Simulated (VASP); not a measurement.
# ZrTaN (P4/mmm) in VASP: a series of runs

ZrTaN is run at these levels: PBE; tasks: single point, relaxation of cell and atoms.

Program: VASP 6.6.1. These are calculated values, not measurements. Logs are shortened: lines on timing, memory, paths and dates and some standing lists are left out, and cuts for length are marked.

## 1. The cell of the first run

The structure is tetragonal, space group P4/mmm (No. 123). The conventional cell has a = 3.033 Å, b = 3.033 Å, c = 4.260 Å, α = 90.00°, β = 90.00°, γ = 90.00°. Within 2.8 Å of Zr (site symmetry 4/mmm) lie 2 N at 2.13 Å. Ta (site symmetry 4/mmm) has 4 N at 2.14 Å within 2.8 Å. Within 2.8 Å of N (site symmetry 4/mmm) lie 2 Zr at 2.13 Å and 4 Ta at 2.14 Å.

## 2. Single point, PBE

File INCAR:

```
PREC     = Accurate       # precision mode
ENCUT    = 520            # plane-wave cutoff, eV
EDIFF    = 1E-6           # SCF threshold, eV
ISMEAR   = 0              # smearing method
SIGMA    = 0.1            # smearing width, eV
LREAL    = F              # projectors in reciprocal space
LASPH    = T              # aspherical terms in the spheres
NELM     = 80             # most SCF steps
ALGO     = Normal         # electronic algorithm
ISIF     = 2              # what is computed and relaxed
LWAVE    = F              # write WAVECAR
LCHARG   = F              # write CHGCAR
GGA      = PE             # functional
NBANDS   = 21             # bands
```

File KPOINTS:

```
regular mesh
0
Gamma
  6 6 4
```

File POSCAR:

```
ZrTaN
1.0
    3.0325398100      0.0000000000      0.0000000000
    0.0000000000      3.0325398100      0.0000000000
    0.0000000000      0.0000000000      4.2598072600
Zr Ta N
1 1 1
Direct
    0.5000000000      0.5000000000      0.5000000000
    0.0000000000      0.0000000000      0.0000000000
    0.5000000000      0.5000000000      0.0000000000
```

Potentials or basis: VASP PAW PBE potentials, release 64 (Zr_sv, Ta_pv, N).

On the command line:

```
cat potpaw_PBE.64/Zr_sv/POTCAR potpaw_PBE.64/Ta_pv/POTCAR potpaw_PBE.64/N/POTCAR > POTCAR
mpirun -np 1 vasp_std > vasp.out
```

OUTCAR:

```text
PREC = Accurate
   ENCUT = 520
   EDIFF = 1E-6
   ISMEAR = 0
   LREAL = F
   LASPH = T
   NELM = 80
   ISIF = 2
   GGA = PE

 ion  position               nearest neighbor table
   1  0.500  0.500  0.500-   3 2.13   3 2.13   2 3.02   2 3.02   2 3.02   2 3.02   2 3.02   2 3.02
                             2 3.02   2 3.02
   2  0.000  0.000  0.000-   3 2.14   3 2.14   3 2.14   3 2.14   1 3.02   1 3.02   1 3.02   1 3.02
                             1 3.02   1 3.02   1 3.02   1 3.02
   3  0.500  0.500  0.000-   1 2.13   1 2.13   2 2.14   2 2.14   2 2.14   2 2.14

  LATTYP: Found a simple tetragonal cell.
 ALAT       =     3.0325398100
 C/A-ratio  =     1.4046995347

  Lattice vectors:

 A1 = (   3.0325398100,   0.0000000000,   0.0000000000)
 A2 = (   0.0000000000,   3.0325398100,   0.0000000000)
 A3 = (   0.0000000000,   0.0000000000,   4.2598072600)

Analysis of symmetry for initial positions (statically):
=====================================================================
 Subroutine PRICEL returns:
 Original cell was already a primitive cell.

 Routine SETGRP: Setting up the symmetry group for a
 simple tetragonal supercell.

 Subroutine GETGRP returns: Found 16 space group operations
 (whereof 16 operations were pure point group operations)
 out of a pool of 16 trial point group operations.

The static configuration has the point symmetry D_4h.

Analysis of symmetry for dynamics (positions and initial velocities):
=====================================================================
 Subroutine PRICEL returns:
 Original cell was already a primitive cell.

 Routine SETGRP: Setting up the symmetry group for a
 simple tetragonal supercell.

 Subroutine GETGRP returns: Found 16 space group operations
 (whereof 16 operations were pure point group operations)
 out of a pool of 16 trial point group operations.

The dynamic configuration has the point symmetry D_4h.

 Subroutine INISYM returns: Found 16 space group operations
 (whereof 16 operations are pure point group operations),
 and found     1 'primitive' translations

----------------------------------------------------------------------------------------

                                     Primitive cell

  volume of cell :      39.1745

  direct lattice vectors                    reciprocal lattice vectors
     3.032539810  0.000000000  0.000000000     0.329756594  0.000000000  0.000000000
     0.000000000  3.032539810  0.000000000     0.000000000  0.329756594  0.000000000
[... 80 lines left out ...]
   ICHARG =      2    charge: 1-file 2-atom 10-const
   ISPIN  =      1    spin polarized calculation?
   LNONCOLLINEAR =      F non collinear calculations
   LSORBIT =      F    spin-orbit coupling
   LASPH  =      T    aspherical Exc in radial PAW
   ENCUT  =  520.0 eV  38.22 Ry    6.18 a.u.   5.64  5.64  7.92*2*pi/ulx,y,z
   NELM   =     80;   NELMIN=  2; NELMDL= -5     # of ELM steps
   EDIFF  = 0.1E-05   stopping-criterion for ELM
   LREAL  =      F    real-space projection
   EDIFFG = 0.1E-04   stopping-criterion for IOM
   NSW    =      0    number of steps for IOM
   IBRION =     -1    ionic relax: 0-MD 1-quasi-New 2-CG
   NFREE  =      0    steps in history (QN), initial steepest desc. (CG)
   ISIF   =      2    stress and relaxation
   ISYM   =      2    0-nonsym 1-usesym 2-fastsym
   POTIM  = 0.5000    time-step for ionic-motion
   TEBEG  =    0.0;   TEEND  =   0.0 temperature during run
   PSTRESS=    0.0 pullay stress
   NELECT =      28.0000    total number of electrons
   NUPDOWN=      -1.0000    fix difference up-down
   EMIN   =  10.00;   EMAX   =-10.00  energy-range for DOS
   EFERMI =   0.00;   METHOD = LEGACY
   ISMEAR =     0;   SIGMA  =   0.10  broadening in eV -4-tet -1-fermi 0-gaus
   EFERMI_NEDOS =   21; number of points for ismear=-14 and -15
   IALGO  =     38    algorithm
   IMIX   =      4    mixing-type and parameters
     AMIX     =   0.40;   BMIX     =  1.00
     AMIX_MAG =   1.60;   BMIX_MAG =  1.00
  volume/ion in A,a.u.               =      13.06        88.12
  Fermi-wavevector in a.u.,A,eV,Ry     =   1.463726  2.766041 29.150406  2.142494
  Thomas-Fermi vector in A             =   2.579787
   LORBIT       =      0    0 simple, 1 ext, 2 COOP (PROOUT), +10 PAW based schemes
   GGA     = PE    functional components
   LHFCALC =     F    Hartree Fock is set to
   AEXX    =    0.0000 exact exchange contribution
   IVDW    =     0    specifies the selected vdW correction
   LEPSILON=     F    determine dielectric tensor
   LRPA    =     F    only Hartree local field effects (RPA)
 non-spin polarized calculation
 Gauss-broadening in eV      SIGMA  =   0.10
  energy-cutoff  :      520.00
  volume of cell :       39.17
 maximum number of plane-waves:      1088
 NGX is ok and might be reduce to    24
   NGX = 11   NGY = 11   NGZ = 15

 number of electron      27.9999997 magnetization

 Free energy of the ion-electron system (eV)
  ---------------------------------------------------
  ext. energy  EPLUGINS =         0.00000000
  ---------------------------------------------------
  free energy    TOTEN  =       -30.80508676 eV

  energy without entropy =      -30.79505664  energy(sigma->0) =      -30.80007170

 E-fermi :   9.9415     XC(G=0): -12.9105

 val. band max:        9.8710423488   @ k =   0.1667   0.1667   0.2500
 cond. band min:       9.9539318570   @ k =   0.3333   0.1667   0.0000
 fundamental gap:      0.0828895082
 Fermi energy:         9.9415283919

 k-point     1 :       0.0000    0.0000    0.0000
  band No.  band energies     occupation
      1     -38.0701      2.00000
      2     -24.7052      2.00000
      3     -24.7052      2.00000
      4     -24.5796      2.00000
      5     -16.4806      2.00000
      6     -15.7459      2.00000
[... 565 lines left out ...]
     20      16.2618      0.00000
     21      16.7095      0.00000

 [... further k-points ...]
[... 5 lines left out ...]
  --------------------------------------------------------------------------------------
  -------------------------------------------------------------------------------------
  Total        5.0655035      5.0655035     13.7566020      0.0000000      0.0000000      0.0000000
  in kB      207.1716050    207.1716050    562.6246871      0.0000000      0.0000000      0.0000000
  external PRESSURE =     325.6559657 kB  Pullay stress =       0.0000000 kB

 VOLUME and BASIS-vectors are now :
 -----------------------------------------------------------------------------
  energy-cutoff  :      520.00
  volume of cell :       39.17
      direct lattice vectors                 reciprocal lattice vectors
     3.032539810  0.000000000  0.000000000     0.329756594  0.000000000  0.000000000
     0.000000000  3.032539810  0.000000000     0.000000000  0.329756594  0.000000000
     0.000000000  0.000000000  4.259807260     0.000000000  0.000000000  0.234752405

 POSITION                                       TOTAL-FORCE (eV/Angst)
 -----------------------------------------------------------------------------------
      1.51627      1.51627      2.12990         0.000000      0.000000      0.000000
      0.00000      0.00000      0.00000         0.000000      0.000000      0.000000
      1.51627      1.51627      0.00000         0.000000      0.000000      0.000000
 -----------------------------------------------------------------------------------
    total drift:                                0.000000     -0.000000      0.000000

  FREE ENERGIE OF THE ION-ELECTRON SYSTEM (eV)
  ---------------------------------------------------
  free  energy   TOTEN  =       -30.8050867558 eV

  energy  without entropy=      -30.7950566447  energy(sigma->0) =      -30.80007170
```

OSZICAR:

```text
N       E                     dE             d eps       ncg     rms          rms(c)
DAV:   1     0.252278539120E+03    0.25228E+03   -0.15442E+04  1260   0.139E+03
DAV:   2    -0.186104612132E+02   -0.27089E+03   -0.26299E+03  1478   0.408E+02
DAV:   3    -0.341134668731E+02   -0.15503E+02   -0.15346E+02  2201   0.852E+01
DAV:   4    -0.344134199809E+02   -0.29995E+00   -0.29655E+00  1561   0.965E+00
DAV:   5    -0.344191888828E+02   -0.57689E-02   -0.57679E-02  1795   0.102E+00    0.321E+01
DAV:   6    -0.309736417447E+02    0.34455E+01   -0.18089E+01  1456   0.248E+01    0.144E+01
DAV:   7    -0.308409539467E+02    0.13269E+00   -0.11101E+00  1441   0.627E+00    0.773E+00
DAV:   8    -0.308108965939E+02    0.30057E-01   -0.22367E-01  1617   0.327E+00    0.118E+00
DAV:   9    -0.308053443208E+02    0.55523E-02   -0.42834E-02  1689   0.128E+00    0.567E-01
DAV:  10    -0.308050381477E+02    0.30617E-03   -0.44295E-03  1528   0.506E-01    0.206E-01
DAV:  11    -0.308050978628E+02   -0.59715E-04   -0.40910E-04  1761   0.164E-01    0.468E-02
DAV:  12    -0.308050853482E+02    0.12515E-04   -0.25843E-05  1505   0.407E-02    0.164E-02
DAV:  13    -0.308050867795E+02   -0.14313E-05   -0.19758E-06  1126   0.139E-02    0.191E-03
DAV:  14    -0.308050867558E+02    0.23675E-07   -0.18773E-07   820   0.393E-03
   1 F= -.30805087E+02 E0= -.30800072E+02  d E =-.100301E-01
```

stdout:

```text
POSCAR found type information on POSCAR ZrTaN
 POSCAR found :  3 types and       3 ions
 scaLAPACK will be used
 LDA part: xc-table for (Slater+PW92), standard interpolation
 POSCAR, INCAR and KPOINTS ok, starting setup
 FFT: planning ... GRIDC
 FFT: planning ... GRID_SOFT
 FFT: planning ... GRID
 WAVECAR not read
 entering main loop
```

It took 28 s on 1 thread of AMD EPYC 7R43 (Zen 3), shared host; peak memory 0.13 GiB.

What came out:

```yaml
Free_energy: -30.8051 eV
Pressure: 32.6 GPa
Band_gap_on_the_k_mesh: zero (band 14 reaches 10.29 eV, above the bottom of band 15 at 9.68 eV)
```

Caveat: the k points lie up to 0.37 Å⁻¹ apart; spin-orbit coupling is left out, which moves the levels of the heavy elements.

## 3. Single point, PBE

This run uses another cell than the first one, of 14.69 Å³/atom, 1.125 times its volume.

File INCAR:

```
SYSTEM = ZrTaN
PREC = Accurate
ENCUT = 520
EDIFF = 1E-6
ISMEAR = 0
SIGMA = 0.1
LREAL = .FALSE.
LASPH = .TRUE.
NELM = 80
ALGO = Normal
ISIF = 2
LWAVE = .FALSE.
LCHARG = .TRUE.
GGA = PE
LELF = .TRUE.
LVHAR = .TRUE.
NBANDS = 21
```

File KPOINTS:

```
Automatic mesh
0
G
  6 6 4
  0 0 0
```

File POSCAR:

```
ZrTaN
1.0
    3.0622987778      0.0000000000      0.0000000000
    0.0000000000      3.0622987778      0.0000000000
    0.0000000000      0.0000000000      4.6991109355
Zr Ta N
1 1 1
Direct
    0.5000000000      0.5000000000      0.5000000000
    0.0000000000      0.0000000000      0.0000000000
    0.5000000000      0.5000000000      0.0000000000
```

Potentials or basis: VASP PAW PBE potentials, release 64 (Zr_sv, Ta_pv, N).

On the command line:

```
cat potpaw_PBE.64/Zr_sv/POTCAR potpaw_PBE.64/Ta_pv/POTCAR potpaw_PBE.64/N/POTCAR > POTCAR
mpirun -np 1 vasp_std > vasp.out
```

Run time: 38 s. Hardware: 1 thread of AMD EPYC 7R43 (Zen 3), shared host; peak memory 0.14 GiB.

The run converged. Its results:

| Item | Value |
| --- | --- |
| Free energy | -31.4818 eV |
| Pressure | 0.3 GPa |
| Band gap on the k mesh | zero (band 14 reaches 9.48 eV, above the bottom of band 15 at 7.81 eV) |

Levels at points of the mesh, in eV from the Fermi level:
```
           k point  band 12  band 13  band 14  band 15  band 16  band 17
(0.00, 0.00, 0.00)    -2.98    -2.98    -0.21     0.38     0.38     1.79
(0.50, 0.00, 0.00)    -1.53    -1.36    -1.16     2.17     2.40     2.42
(0.50, 0.50, 0.00)    -3.23    -3.23    -3.18     4.14     4.27     4.82
(0.00, 0.00, 0.50)    -3.10    -3.05    -1.06    -0.88     1.55     1.55
(0.50, 0.00, 0.50)    -1.84    -1.37     0.79     0.81     3.24     3.70
(0.50, 0.50, 0.50)    -2.17    -1.60    -1.60     0.91     1.49     1.49
```

Caveat: spin-orbit coupling is left out, which moves the levels of the heavy elements.

## 4. Relaxation of cell and atoms, PBE

File INCAR:

```
PREC = Accurate
ENCUT = 600
EDIFF = 1E-6
ISMEAR = 0
SIGMA = 0.1
LREAL = False
LASPH = True
NELM = 100
ALGO = Normal
ISIF = 3
LWAVE = False
LCHARG = False
GGA = PE
IBRION = 2
NSW = 90
EDIFFG = -0.04
```

File KPOINTS:

```
regular mesh
0
Gamma
  6 6 4
```

File POSCAR:

```
ZrTaN
1.0
    3.0325398100      0.0000000000      0.0000000000
    0.0000000000      3.0325398100      0.0000000000
    0.0000000000      0.0000000000      4.2598072600
Zr Ta N
1 1 1
Direct
    0.5000000000      0.5000000000      0.5000000000
    0.0000000000      0.0000000000      0.0000000000
    0.5000000000      0.5000000000      0.0000000000
```

On the command line:

```
cat potpaw_PBE.64/Zr_sv/POTCAR potpaw_PBE.64/Ta_pv/POTCAR potpaw_PBE.64/N/POTCAR > POTCAR
mpirun -np 1 vasp_std > vasp.out
```

It took 3.5 min on 1 thread of AMD EPYC 7R43 (Zen 3), shared host; peak memory 0.15 GiB.

Results (log left out):

```yaml
Free_energy: -31.4796 eV
Relaxed_volume: 14.71 Å³/atom
Relaxed_cell: a = 3.065 Å, b = 3.065 Å, c = 4.699 Å, α = 90.00°, β = 90.00°, γ = 90.00°
Space_group_after_relaxing_to_0.05_Å: P4/mmm (No. 123)
Energy_gained_by_relaxing: 224.1 meV/atom
Ionic_steps: 10
Pressure_after_relaxing: -0.1 GPa
Band_gap_on_the_k_mesh: zero (band 14 reaches 9.46 eV, above the bottom of band 15 at 7.80 eV)
```

Stress tensor (GPa, compression positive):
```
-0.16  0.00  0.00
 0.00 -0.16  0.00
 0.00  0.00  0.09
```

Step by step:
```tsv
step	energy change (eV)	largest force (eV/Å)	pressure (GPa)	volume (Å³)
1	0.0000	0.0000	32.53	39.17
2	0.7023	0.0000	-30.96	55.93
3	-0.6132	0.0000	-5.09	45.06
4	-0.6163	0.0000	-3.56	44.71
5	-0.6164	0.0000	-3.04	44.60
6	-0.6618	0.0000	3.33	43.59
7	-0.6716	0.0000	1.04	43.90
8	-0.6716	0.0000	0.94	43.91
9	-0.6718	0.0000	-0.92	44.32
10	-0.6723	0.0000	-0.08	44.13
```

Final structure:
```xyz
3
Lattice="3.0647 0.0000 0.0000 0.0000 3.0647 0.0000 0.0000 0.0000 4.6987" Properties=species:S:1:pos:R:3 pbc="T T T"
Zr    1.5323    1.5323    2.3493
Ta    0.0000    0.0000    0.0000
N     1.5323    1.5323    0.0000
```

Levels at points of the mesh, in eV from the Fermi level:
| k point | band 12 | band 13 | band 14 | band 15 | band 16 | band 17 |
| --- | --- | --- | --- | --- | --- | --- |
| (0.00, 0.00, 0.00) | -2.98 | -2.98 | -0.20 | 0.38 | 0.38 | 1.80 |
| (0.50, 0.00, 0.00) | -1.53 | -1.36 | -1.16 | 2.16 | 2.39 | 2.41 |
| (0.50, 0.50, 0.00) | -3.23 | -3.23 | -3.18 | 4.13 | 4.26 | 4.81 |
| (0.00, 0.00, 0.50) | -3.09 | -3.05 | -1.05 | -0.88 | 1.55 | 1.55 |
| (0.50, 0.00, 0.50) | -1.83 | -1.38 | 0.79 | 0.80 | 3.23 | 3.70 |
| (0.50, 0.50, 0.50) | -2.16 | -1.59 | -1.59 | 0.91 | 1.49 | 1.49 |

Caveat: the k points lie up to 0.34 Å⁻¹ apart in the final cell; spin-orbit coupling is left out, which moves the levels of the heavy elements.

## 5. The runs side by side

```csv
task,cell,cutoff (eV),gap on the mesh (eV),pressure (GPa)
single point,"a = 3.033, b = 3.033, c = 4.260 Å, 3 atoms",520,none,32.6
single point,"a = 3.062, b = 3.062, c = 4.699 Å, 3 atoms",520,none,0.3
relaxation of cell and atoms,"relaxed from a = 3.033, b = 3.033, c = 4.260 Å, 3 atoms",600,none,-0.1
```

Alike in all rows: level PBE; potentials or basis VASP PAW PBE potentials, release 64 (Zr_sv, Ta_pv, N); no spin polarisation; k mesh 6 × 6 × 4; smearing gaussian 0.1 eV.

Caveats: some runs use coarse meshes; spin-orbit coupling is left out, which moves the levels of the heavy elements.

Total energies depend on the potentials used, so only differences within one code and one set of settings carry meaning.
